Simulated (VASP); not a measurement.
# Ge3P5: relaxation of cell and atoms with PBE

Ge3P5:

```
Ge P
1.0
     3.57987    2.06684    4.03605
    -3.57987    2.06684    4.03605
     0.00000   -4.13368    4.03605
Ge P
3 5
Cartesian
  1.8098 1.0449 7.9797
  0.0000 -2.0898 7.9797
  -1.8098 1.0449 7.9797
  0.0000 0.0000 0.2484
  -1.8178 1.0495 5.2258
  1.8178 1.0495 5.2258
  0.0000 -2.0990 5.2258
  0.0000 0.0000 9.0520
```

```yaml
Program: VASP 6.6.1
Task: relaxation of cell and atoms
Functional: PBE
Potentials_or_basis: VASP PAW PBE potentials, release 64 (Ge_d, P)
Cutoff: 600 eV
k_mesh: 6 × 6 × 6
Occupations: gaussian, width 0.1 eV
Spin: no spin polarisation
Dipole_correction: no
Further_INCAR_settings: ALGO = Normal; EDIFF = 1e-06; IBRION = 2; EDIFFG = -0.01; NSW = 100; ISIF = 3
```

```
Relaxed volume                        : 22.27 Å³/atom
Relaxed cell                          : a = 5.771 Å, b = 5.771 Å, c = 5.771 Å, α = 76.36°, β = 76.36°, γ = 76.36°
Space group after relaxing (to 0.1 Å) : R3m (No. 160)
Energy gained by relaxing             : 0.3 meV/atom
Ionic steps                           : 19
Pressure after relaxing               : 0.0 GPa
Largest force after relaxing          : 0.008 eV/Å
Band gap on the k mesh                : zero (an odd number of electrons rules out a gap without spin polarisation)
```

Forces in eV/Å, atoms in the order of the input:
```
Ge   0.004  0.003 -0.006
Ge   0.000 -0.005 -0.006
Ge  -0.004  0.003 -0.006
P    0.000  0.000 -0.002
P    0.000  0.000  0.008
P    0.000  0.000  0.008
P    0.000  0.000  0.008
P    0.000  0.000 -0.002
```

Step by step:
```csv
step,energy change (eV),largest force (eV/Å),pressure (GPa),volume (Å³)
1,0.0000,0.0601,-0.18,179.18
2,-0.0023,0.0245,-0.05,178.53
3,-0.0025,0.0208,0.12,178.32
4,-0.0024,0.0222,-0.06,178.40
5,-0.0025,0.0211,0.01,178.36
6,-0.0025,0.0211,0.00,178.34
7,-0.0026,0.0113,-0.02,178.32
8,-0.0026,0.0177,-0.05,178.32
9,-0.0026,0.0108,0.09,178.11
10,-0.0026,0.0114,-0.01,178.18
11,-0.0026,0.0105,0.05,178.17
12,-0.0026,0.0115,0.03,178.18
13,-0.0026,0.0155,-0.03,178.29
14,-0.0026,0.0128,0.03,178.24
15,-0.0026,0.0152,-0.05,178.28
16,-0.0026,0.0136,-0.01,178.26
17,-0.0026,0.0145,-0.01,178.26
18,-0.0026,0.0143,-0.03,178.27
19,-0.0026,0.0082,0.03,178.15
```

Final structure:
```
CELL_PARAMETERS angstrom
3.56715 2.05950 4.04151
-3.56715 2.05950 4.04151
0.00000 -4.11899 4.04151
ATOMIC_POSITIONS crystal
Ge 0.99634 0.48996 0.48996
Ge 0.48996 0.48996 0.99634
Ge 0.48996 0.99634 0.48996
P 0.02013 0.02013 0.02013
P 0.26278 0.77038 0.26278
P 0.77038 0.26278 0.26278
P 0.26278 0.26278 0.77038
P 0.74766 0.74766 0.74766
```

Levels at points of the mesh, in eV from the Fermi level:
```tsv
k point	band 31	band 32	band 33	band 34	band 35	band 36	band 37	band 38
(0.00, 0.00, 0.00)	-1.67	-1.05	-1.05	-0.52	-0.52	0.63	1.15	1.15
(0.50, 0.00, 0.00)	-1.79	-1.01	-0.08	0.52	0.90	0.96	1.44	2.36
(0.50, 0.50, 0.00)	-1.86	-1.62	-0.97	0.80	1.32	2.15	2.16	2.44
(0.50, 0.50, 0.50)	-2.06	-1.98	-1.04	-1.04	0.85	2.14	2.20	2.20
```

It took 19 min on 1 thread of AMD EPYC 9R45 96-Core Processor (Zen 5) (shared host), peak memory 0.44 GiB.

Caveat: an odd number of electrons without spin polarisation forces a metal; a magnetic or distorted state may lie lower.
